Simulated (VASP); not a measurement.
Here is a VASP 6.6.1 calculation.

File INCAR:

```
SYSTEM = Co
PREC = Accurate
ENCUT = 520
EDIFF = 1E-6
ISMEAR = 0
SIGMA = 0.1
LREAL = .FALSE.
LASPH = .TRUE.
NELM = 150
ALGO = Normal
ISIF = 2
LWAVE = .FALSE.
LCHARG = .TRUE.
ISPIN = 2
MAGMOM = 3 3 3 3 3 3
LORBIT = 11
LMAXMIX = 4
LDIPOL = .TRUE.
IDIPOL = 3
DIPOL = 0.5 0.5 0.498
GGA = PE
LELF = .TRUE.
LVHAR = .TRUE.
LVACPOTAV = .TRUE.
NBANDS = 40
```

KPOINTS

```
regular mesh
0
G
  12 12 1
  0 0 0
```

POSCAR

```
Co
1.0
    2.5190008726     -0.0000000029      0.0000000000
   -1.2595004338      2.1815187492      0.0000000000
    0.0000000000      0.0000000000     27.2275001454
Co
6
Direct
    0.6666666667      0.3333333333      0.3121843707
    0.3333333333      0.6666666667      0.3873106266
    0.6666666667      0.3333333333      0.4624368721
    0.3333333333      0.6666666667      0.5349864933
    0.6666666667      0.3333333333      0.6098496289
    0.3333333333      0.6666666667      0.6809134303
```

Potentials or basis: VASP PAW PBE potentials, release 64 (Co).

Command:

```bash
$ cat potpaw_PBE.64/Co/POTCAR > POTCAR
$ mpirun -np 1 vasp_std > vasp.out
```

Question: What does it give for the net moment?

Answer: 10.06 μB per cell.

Question: Estimate the largest force.

Answer: 0.619 eV/Å.

Question: Predict the site moments.

Answer: Co +1.77, +1.71, +1.66, +1.65, +1.69, +1.74 μB.

Forces in eV/Å, atoms in the order of the input:
```
Co   0.000  0.000  0.619
Co   0.000  0.000 -0.488
Co   0.000  0.000 -0.102
Co   0.000  0.000 -0.001
Co   0.000  0.000  0.000
Co   0.000  0.000 -0.028
```
